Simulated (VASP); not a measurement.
# ScAl2 (Fd-3m) in VASP: further runs, part 2 of 3

VASP 6.6.1. Earlier steps stand in the parts before.

**4. Single point, PBEsol**

Contents of INCAR:

```
PREC = Accurate ; ENCUT = 520
EDIFF = 1E-6 ; ISMEAR = 0
SIGMA = 0.1 ; LREAL = F
LASPH = T ; NELM = 100
ALGO = Normal ; ISIF = 2
LWAVE = F ; LCHARG = F
GGA = PS ; NBANDS = 26
```

Contents of KPOINTS:

```
regular mesh
0
Gamma
  6 6 6
```

Contents of POSCAR:

```
ScAl2
1.0
    0.0000000000      3.7634963932      3.7634963932
    3.7634963932      0.0000000000      3.7634963932
    3.7634963932      3.7634963932      0.0000000000
Sc Al
2 4
Direct
    0.5000000000      0.5000000000      0.5000000000
    0.7500000000      0.7500000000      0.7500000000
    0.1250000000      0.1250000000      0.1250000000
    0.6250000000      0.1250000000      0.1250000000
    0.1250000000      0.6250000000      0.1250000000
    0.1250000000      0.1250000000      0.6250000000
```

Potentials or basis: VASP PAW PBE potentials, release 64 (Sc_sv, Al).

Started as:

```bash
$ cat potpaw_PBE.64/Sc_sv/POTCAR potpaw_PBE.64/Al/POTCAR > POTCAR
$ mpirun -np 1 vasp_std > vasp.out
```

OUTCAR:

```text
PREC = Accurate
   ENCUT = 520
   EDIFF = 1E-6
   ISMEAR = 0
   LREAL = F
   LASPH = T
   NELM = 100
   ISIF = 2
   GGA = PS

 ion  position               nearest neighbor table
   1  0.500  0.500  0.500-   3 3.12   5 3.12   6 3.12   3 3.12   4 3.12   6 3.12   3 3.12   4 3.12
                             5 3.12   4 3.12   5 3.12   6 3.12   2 3.26   2 3.26   2 3.26   2 3.26
   2  0.750  0.750  0.750-   4 3.12   5 3.12   6 3.12   3 3.12   4 3.12   5 3.12   3 3.12   4 3.12
                             6 3.12   3 3.12   5 3.12   6 3.12   1 3.26   1 3.26   1 3.26   1 3.26
   3  0.125  0.125  0.125-   4 2.66   5 2.66   6 2.66   6 2.66   5 2.66   4 2.66   1 3.12   2 3.12
                             1 3.12   2 3.12   1 3.12   2 3.12
   4  0.625  0.125  0.125-   3 2.66   6 2.66   5 2.66   3 2.66   5 2.66   6 2.66   2 3.12   1 3.12
                             1 3.12   2 3.12   2 3.12   1 3.12
   5  0.125  0.625  0.125-   3 2.66   6 2.66   3 2.66   4 2.66   6 2.66   4 2.66   2 3.12   1 3.12
                             2 3.12   2 3.12   1 3.12   1 3.12
   6  0.125  0.125  0.625-   3 2.66   3 2.66   4 2.66   5 2.66   5 2.66   4 2.66   1 3.12   2 3.12
                             1 3.12   2 3.12   1 3.12   2 3.12

  LATTYP: Found a face centered cubic cell.
 ALAT       =     7.5269927864

  Lattice vectors:

 A1 = (   0.0000000000,   3.7634963932,   3.7634963932)
 A2 = (   3.7634963932,   0.0000000000,   3.7634963932)
 A3 = (   3.7634963932,   3.7634963932,   0.0000000000)

Analysis of symmetry for initial positions (statically):
=====================================================================
 Subroutine PRICEL returns:
 Original cell was already a primitive cell.

 Routine SETGRP: Setting up the symmetry group for a
 face centered cubic supercell.

 Subroutine GETGRP returns: Found 48 space group operations
 (whereof 24 operations were pure point group operations)
 out of a pool of 48 trial point group operations.

The static configuration has the point symmetry T_d .
 The point group associated with its full space group is O_h .

Analysis of symmetry for dynamics (positions and initial velocities):
=====================================================================
 Subroutine PRICEL returns:
 Original cell was already a primitive cell.

 Routine SETGRP: Setting up the symmetry group for a
 face centered cubic supercell.

 Subroutine GETGRP returns: Found 48 space group operations
 (whereof 24 operations were pure point group operations)
 out of a pool of 48 trial point group operations.

The dynamic configuration has the point symmetry T_d .
 The point group associated with its full space group is O_h .

 Subroutine INISYM returns: Found 48 space group operations
 (whereof 24 operations are pure point group operations),
 and found     1 'primitive' translations

----------------------------------------------------------------------------------------

                                     Primitive cell

  volume of cell :     106.6116

  direct lattice vectors                    reciprocal lattice vectors
     0.000000000  3.763496393  3.763496393    -0.132855182  0.132855182  0.132855182
     3.763496393  0.000000000  3.763496393     0.132855182 -0.132855182  0.132855182
     3.763496393  3.763496393  0.000000000     0.132855182  0.132855182 -0.132855182

  length of vectors
     5.322387641  5.322387641  5.322387641     0.230111926  0.230111926  0.230111926

[... 49 lines left out ...]
  0.166667  0.166667  0.000000      6.000000
  0.333333  0.166667  0.000000     24.000000
[... 8 lines left out ...]
 -0.333333  0.333333  0.166667     24.000000
 -0.333333  0.500000  0.166667     12.000000
   k-points           NKPTS =     16   k-points in BZ     NKDIM =     16   number of bands    NBANDS=     26
   number of dos      NEDOS =    301   number of ions     NIONS =      6
   total plane-waves  NPLWV =  64000
   dimension x,y,z NGX =    40 NGY =   40 NGZ =   40
   dimension x,y,z NGXF=    80 NGYF=   80 NGZF=   80
   ions per type =               2   4
   NGX,Y,Z   is equivalent  to a cutoff of  12.49, 12.49, 12.49 a.u.
   NGXF,Y,Z  is equivalent  to a cutoff of  24.99, 24.99, 24.99 a.u.
 SYSTEM =  unknown system
   PREC   = accura    normal or accurate (medium, high low for compatibility)
   ISTART =      0    job   : 0-new  1-cont  2-samecut
   ICHARG =      2    charge: 1-file 2-atom 10-const
   ISPIN  =      1    spin polarized calculation?
   LNONCOLLINEAR =      F non collinear calculations
   LSORBIT =      F    spin-orbit coupling
   LASPH  =      T    aspherical Exc in radial PAW
   ENCUT  =  520.0 eV  38.22 Ry    6.18 a.u.   9.90  9.90  9.90*2*pi/ulx,y,z
   NELM   =    100;   NELMIN=  2; NELMDL= -5     # of ELM steps
   EDIFF  = 0.1E-05   stopping-criterion for ELM
   LREAL  =      F    real-space projection
   EDIFFG = 0.1E-04   stopping-criterion for IOM
   NSW    =      0    number of steps for IOM
   IBRION =     -1    ionic relax: 0-MD 1-quasi-New 2-CG
   NFREE  =      0    steps in history (QN), initial steepest desc. (CG)
   ISIF   =      2    stress and relaxation
   ISYM   =      2    0-nonsym 1-usesym 2-fastsym
   POTIM  = 0.5000    time-step for ionic-motion
   TEBEG  =    0.0;   TEEND  =   0.0 temperature during run
   PSTRESS=    0.0 pullay stress
   NELECT =      34.0000    total number of electrons
   NUPDOWN=      -1.0000    fix difference up-down
   EMIN   =  10.00;   EMAX   =-10.00  energy-range for DOS
   EFERMI =   0.00;   METHOD = LEGACY
   ISMEAR =     0;   SIGMA  =   0.10  broadening in eV -4-tet -1-fermi 0-gaus
   EFERMI_NEDOS =   21; number of points for ismear=-14 and -15
   IALGO  =     38    algorithm
   IMIX   =      4    mixing-type and parameters
     AMIX     =   0.40;   BMIX     =  1.00
     AMIX_MAG =   1.60;   BMIX_MAG =  1.00
  volume/ion in A,a.u.               =      17.77       119.91
  Fermi-wavevector in a.u.,A,eV,Ry     =   1.118492  2.113644 17.021226  1.251025
  Thomas-Fermi vector in A             =   2.255124
   LORBIT       =      0    0 simple, 1 ext, 2 COOP (PROOUT), +10 PAW based schemes
   GGA     = PS    functional components
   LHFCALC =     F    Hartree Fock is set to
   AEXX    =    0.0000 exact exchange contribution
   IVDW    =     0    specifies the selected vdW correction
   LEPSILON=     F    determine dielectric tensor
   LRPA    =     F    only Hartree local field effects (RPA)
 non-spin polarized calculation
 Gauss-broadening in eV      SIGMA  =   0.10
  energy-cutoff  :      520.00
  volume of cell :      106.61
 maximum number of plane-waves:      2884
   NGX = 19   NGY = 19   NGZ = 19

 number of electron      34.0000001 magnetization

 Free energy of the ion-electron system (eV)
  ---------------------------------------------------
  ext. energy  EPLUGINS =         0.00000000
  ---------------------------------------------------
  free energy    TOTEN  =       -32.53582773 eV

  energy without entropy =      -32.51946418  energy(sigma->0) =      -32.52764596

 E-fermi :   6.5014     XC(G=0): -10.4505

 val. band max:        6.4615900272   @ k =   0.5000   0.1667   0.0000
 cond. band min:       6.5519881942   @ k =   0.3333   0.3333   0.0000
 fundamental gap:      0.0903981670
 Fermi energy:         6.5014292789

 k-point     1 :       0.0000    0.0000    0.0000
  band No.  band energies     occupation
      1     -42.5631      2.00000
      2     -42.5208      2.00000
      3     -21.3419      2.00000
      4     -21.3419      2.00000
      5     -21.3419      2.00000
      6     -21.2286      2.00000
[... 453 lines left out ...]
     25      10.5803      0.00000
     26      10.6252      0.00000

------------------------ aborting loop because EDIFF is reached ----------------------------------------

  FORCE on cell =-STRESS in cart. coord.  units (eV):
  Direction    XX          YY          ZZ          XY          YZ          ZX
  --------------------------------------------------------------------------------------
  -------------------------------------------------------------------------------------
  Total        0.0775318      0.0775318      0.0775318     -0.0000000     -0.0000000     -0.0000000
  in kB        1.1651617      1.1651617      1.1651617     -0.0000000     -0.0000000     -0.0000000
  external PRESSURE =       1.1651617 kB  Pullay stress =       0.0000000 kB

 VOLUME and BASIS-vectors are now :
 -----------------------------------------------------------------------------
  energy-cutoff  :      520.00
  volume of cell :      106.61
      direct lattice vectors                 reciprocal lattice vectors
     0.000000000  3.763496393  3.763496393    -0.132855182  0.132855182  0.132855182
     3.763496393  0.000000000  3.763496393     0.132855182 -0.132855182  0.132855182
     3.763496393  3.763496393  0.000000000     0.132855182  0.132855182 -0.132855182

 POSITION                                       TOTAL-FORCE (eV/Angst)
 -----------------------------------------------------------------------------------
      3.76350      3.76350      3.76350        -0.000000      0.000000     -0.000000
      5.64524      5.64524      5.64524        -0.000000      0.000000      0.000000
      0.94087      0.94087      0.94087         0.000000     -0.000000      0.000000
      0.94087      2.82262      2.82262         0.000000     -0.000000      0.000000
      2.82262      0.94087      2.82262         0.000000     -0.000000      0.000000
      2.82262      2.82262      0.94087         0.000000     -0.000000      0.000000
 -----------------------------------------------------------------------------------
    total drift:                               -0.000000     -0.000000      0.000000

  FREE ENERGIE OF THE ION-ELECTRON SYSTEM (eV)
  ---------------------------------------------------
  free  energy   TOTEN  =       -32.5358277312 eV

  energy  without entropy=      -32.5194641794  energy(sigma->0) =      -32.52764596
```

OSZICAR:

```text
N       E                     dE             d eps       ncg     rms          rms(c)
DAV:   1     0.385927030591E+03    0.38593E+03   -0.14551E+04   856   0.122E+03
DAV:   2    -0.382042929897E+01   -0.38975E+03   -0.37929E+03  1072   0.459E+02
DAV:   3    -0.349615740947E+02   -0.31141E+02   -0.29857E+02  1356   0.136E+02
DAV:   4    -0.360447256279E+02   -0.10832E+01   -0.10673E+01  1368   0.221E+01
DAV:   5    -0.360593964980E+02   -0.14671E-01   -0.14660E-01  1360   0.318E+00    0.105E+01
DAV:   6    -0.326546986342E+02    0.34047E+01   -0.15686E+01  1362   0.289E+01    0.333E+00
DAV:   7    -0.325947352510E+02    0.59963E-01   -0.75308E-01  1392   0.653E+00    0.207E+00
DAV:   8    -0.325378922796E+02    0.56843E-01   -0.10845E-01  1272   0.268E+00    0.452E-01
DAV:   9    -0.325361726278E+02    0.17197E-02   -0.13959E-02  1352   0.118E+00    0.198E-01
DAV:  10    -0.325358344206E+02    0.33821E-03   -0.88140E-04  1384   0.231E-01    0.544E-02
DAV:  11    -0.325358357166E+02   -0.12960E-05   -0.55698E-05  1296   0.475E-02    0.275E-02
DAV:  12    -0.325358277463E+02    0.79703E-05   -0.34360E-05  1264   0.619E-02    0.410E-03
DAV:  13    -0.325358277312E+02    0.15121E-07   -0.59839E-07   688   0.737E-03
   1 F= -.32535828E+02 E0= -.32527646E+02  d E =-.163636E-01
```

Run time: 50 s. Hardware: 1 thread of AMD EPYC 7R43 (Zen 3), shared host; peak memory 0.2 GiB.

Results:

| Quantity | Value |
| --- | --- |
| Free energy | -32.5358 eV |
| Pressure | 0.1 GPa |
| Band gap on the k mesh | zero (band 17 reaches 7.20 eV, above the bottom of band 18 at 4.82 eV) |

Caveat: the PAW data sets were made with another functional, which shifts forces and pressure a little.

[end of part 2 of 3]
